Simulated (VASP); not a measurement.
A run of VASP 6.6.1:

File INCAR:

```
ALGO     = Normal         # electronic algorithm
EDIFF    = 1E-6           # SCF threshold, eV
ENCUT    = 520            # plane-wave cutoff, eV
ISIF     = 2              # what is computed and relaxed
ISMEAR   = -1             # smearing method
LASPH    = T              # aspherical terms in the spheres
LCHARG   = F              # write CHGCAR
LREAL    = F              # projectors in reciprocal space
LWAVE    = F              # write WAVECAR
NBANDS   = 10             # bands
NELM     = 100            # most SCF steps
PREC     = Accurate       # precision mode
SIGMA    = 0.03           # smearing width, eV
```

KPOINTS

```
k-points
0
Gamma
  14 14 14
```

Contents of POSCAR:

```
Re
1.0
    0.0000000000      1.9617445670      1.9617445670
    1.9617445670      0.0000000000      1.9617445670
    1.9617445670      1.9617445670      0.0000000000
Re
1
Direct
    0.0000000000      0.0000000000      0.0000000000
```

Potentials or basis: VASP PAW LDA potentials, release 64 (Re).

The run is started by

```bash
$ cat potpaw_LDA.64/Re/POTCAR > POTCAR
$ mpirun -np 1 vasp_std > vasp.out
```

Hardware: 1 thread of Intel Xeon 6975P-C (shared host).

Q: Estimate the wall time of this run.

A: Run time: 21 s on 1 thread of Intel Xeon 6975P-C, on a shared host, peak memory 0.14 GiB. Counts: scf iterations 11, k points 104.
